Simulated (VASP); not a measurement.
Ti: single point with PBEsol

The system is Ti.

```
CELL_PARAMETERS angstrom
0.00000 -3.20990 0.00000
-3.20990 0.00000 0.00000
0.00000 0.00000 -3.20990
ATOMIC_POSITIONS crystal
Ti 0.50000 0.54586 0.50000
Ti 0.00000 0.95414 0.00000
```

This cell differs from its parent crystal: atoms displaced along a vibrational mode.

```yaml
Program: VASP 6.6.1
Task: single point
Functional: PBEsol
Potentials_or_basis: VASP PAW PBE potentials, release 64 (Ti_sv)
Cutoff: 520 eV
k_mesh: 14 × 14 × 14
Occupations: gaussian, width 0.15 eV
Spin: no spin polarisation
```

```json
{
  "Pressure": "1.9 GPa",
  "Largest force": "1.468 eV/Å",
  "Band gap on the k mesh": "zero (bands 12 and 13 overlap by 1.64 eV)"
}
```

Forces in eV/Å, atoms in the order of the input:
```
Ti   1.468  0.000  0.000
Ti  -1.468  0.000  0.000
```

Stress tensor (GPa, compression positive):
```
-0.04  0.00  0.00
 0.00  2.81  0.00
 0.00  0.00  2.81
```

Levels at points of the mesh, in eV from the Fermi level:
| k point | band 8 | band 9 | band 10 | band 11 | band 12 | band 13 | band 14 | band 15 | band 16 | band 17 |
| --- | --- | --- | --- | --- | --- | --- | --- | --- | --- | --- |
| (0.00, 0.00, 0.00) | -31.99 | -5.99 | -2.40 | -2.07 | 0.81 | 1.23 | 1.23 | 2.39 | 3.13 | 3.97 |
| (0.50, 0.00, 0.00) | -32.19 | -2.58 | -2.58 | -0.47 | -0.47 | 0.98 | 0.98 | 2.09 | 2.09 | 3.01 |
| (0.00, 0.50, 0.00) | -32.11 | -2.63 | -2.53 | -0.97 | 1.09 | 1.29 | 1.29 | 1.52 | 1.52 | 1.57 |
| (0.50, 0.50, 0.00) | -32.03 | -2.57 | -2.57 | -0.47 | -0.47 | 1.21 | 1.21 | 3.21 | 3.21 | 3.38 |
| (0.50, 0.00, 0.50) | -31.98 | -2.43 | -2.43 | -0.16 | -0.16 | 1.38 | 1.38 | 2.69 | 2.69 | 3.30 |
| (0.50, 0.50, 0.50) | -32.17 | -0.88 | -0.88 | -0.54 | -0.54 | -0.20 | -0.20 | 3.36 | 3.36 | 3.37 |

It took 9.9 min on 1 thread of AMD EPYC 7R43 64-Core Processor (Zen 3), with other jobs on the host, peak memory 0.21 GiB.

Caveat: the cell differs from its parent crystal (atoms displaced along a vibrational mode); the PAW data sets were made with another functional, which shifts forces and pressure a little.
